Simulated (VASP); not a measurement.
A run of VASP 6.6.1:

POSCAR

```
Al
1.0
    2.8270770200      0.0000000000      0.0000000000
   -1.4135385100      2.4483205200      0.0000000000
    0.0000000000      0.0000000000      9.1247531162
Al
4
Direct
    0.0000000000      0.0000000000      0.0000000000
    0.3333333333      0.6666666667      0.2500000000
    0.0000000000      0.0000000000      0.5000000000
    0.6666666667      0.3333333333      0.7500000000
```

Contents of INCAR.step1:

```
PREC = Accurate ; ENCUT = 520
ISMEAR = -1 ; SIGMA = 0.05
LREAL = False ; LASPH = True
NELM = 80 ; NBANDS = 14
GGA = PE ; ALGO = Normal
EDIFF = 1E-4 ; LWAVE = True
LCHARG = False
```

Contents of INCAR.step2:

```
PREC = Accurate ; ENCUT = 520
EDIFF = 1E-7 ; ISMEAR = -1
SIGMA = 0.05 ; LREAL = False
LASPH = True ; NELM = 80
ALGO = Normal ; ISIF = 2
LWAVE = False ; LCHARG = False
METAGGA = R2SCAN ; LMIXTAU = True
NBANDS = 14 ; ISTART = 1
```

File KPOINTS:

```
Automatic mesh
0
Gamma
  14 14 4
```

Potentials or basis: VASP PAW PBE potentials, release 64 (Al).

The run is started by

```bash
$ cat potpaw_PBE.64/Al/POTCAR > POTCAR
$ cp INCAR.step1 INCAR
$ mpirun -np 1 vasp_std > vasp.out
$ cp INCAR.step2 INCAR
$ mpirun -np 1 vasp_std > vasp.out
```

Hardware: 1 thread of Intel(R) Xeon(R) Platinum 8559C (Emerald Rapids) (shared host).

Task: Estimate the wall time of this run.

Result: It took 2.7 min on 1 thread of Intel(R) Xeon(R) Platinum 8559C (Emerald Rapids) (shared host), peak memory 0.21 GiB. Counts: k points 72.
